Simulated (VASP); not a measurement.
NiO:

```
Ni O
1.0
     0.00000    2.09972    2.09972
     2.09972    0.00000    2.09972
     2.09972    2.09972    0.00000
Ni O
1 1
Direct
  0.00000 0.00000 0.00000
  0.50000 0.50000 0.50000
```

Base run:

| Property | Result |
| --- | --- |
| Program | VASP 6.6.1 |
| Functional | b88 exchange, pbe correlation |
| Potentials or basis | VASP PAW PBE potentials, release 64 (Ni, O) |
| Cutoff | 600 eV |
| k mesh | 11 × 11 × 11 |
| Occupations | fermi-dirac, width 0.05 eV |
| Spin | collinear spin, ferromagnetic start |
| Starting moments | [1.0, 0.0] μB |

Its results: pressure 1.1 GPa; net moment 1.76 μB per cell; site moments Ni +1.45; O +0.27 μB.

Problem. After a change of settings the same cell gave: pressure 8.9 GPa; net moment 1.84 μB per cell; site moments Ni +1.51; O +0.28 μB. Which change was it?
A. functional from b88 exchange, pbe correlation to r2SCAN; cutoff from 600 eV to 520 eV; dispersion from none to D4
B. functional from b88 exchange, pbe correlation to BLYP; cutoff from 600 eV to 520 eV; dispersion from none to D4
C. functional from b88 exchange, pbe correlation to PBE exchange alone; cutoff from 600 eV to 520 eV
D. functional from b88 exchange, pbe correlation to RPBE; cutoff from 600 eV to 520 eV

Solution. D.

Caveats: the PAW data sets were made with another functional, which shifts forces and pressure a little; a cell with one magnetic atom can't hold antiferromagnetic order, which such compounds often take; the cell stands under pressure (at least some runs).
